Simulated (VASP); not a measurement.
Here is a VASP 6.6.1 calculation.

INCAR

```
  PREC = Accurate
  ENCUT = 520
  EDIFF = 1E-7
  ISMEAR = -1
  SIGMA = 0.1
  LREAL = False
  LASPH = True
  NELM = 80
  ALGO = Normal
  ISIF = 2
  LWAVE = False
  LCHARG = False
  GGA = B5
  ALDAX = 1.0
  AGGAX = 1.0
  AGGAC = 1.0
  ALDAC = 0.0
  NBANDS = 13
```

The input KPOINTS:

```
Automatic mesh
0
Gamma
  10 10 10
```

File POSCAR:

```
Se
1.0
    0.0000000000      3.1574794784      3.1574794784
    3.1574794784      0.0000000000      3.1574794784
    3.1574794784      3.1574794784      0.0000000000
Se
2
Direct
    0.1250000000      0.1250000000      0.1250000000
    0.8750000000      0.8750000000      0.8750000000
```

Potentials or basis: VASP PAW PBE potentials, release 64 (Se).

Run with:

```console
$ cat potpaw_PBE.64/Se/POTCAR > POTCAR
$ mpirun -np 1 vasp_std > vasp.out
```

Q: Predict the pressure.

A: 3.4 GPa.

Q: Estimate the band gap on the k mesh.

A: Zero (band 6 reaches 2.75 eV, above the bottom of band 7 at 1.69 eV).

Caveat: the PAW data sets were made with another functional, which shifts forces and pressure a little.
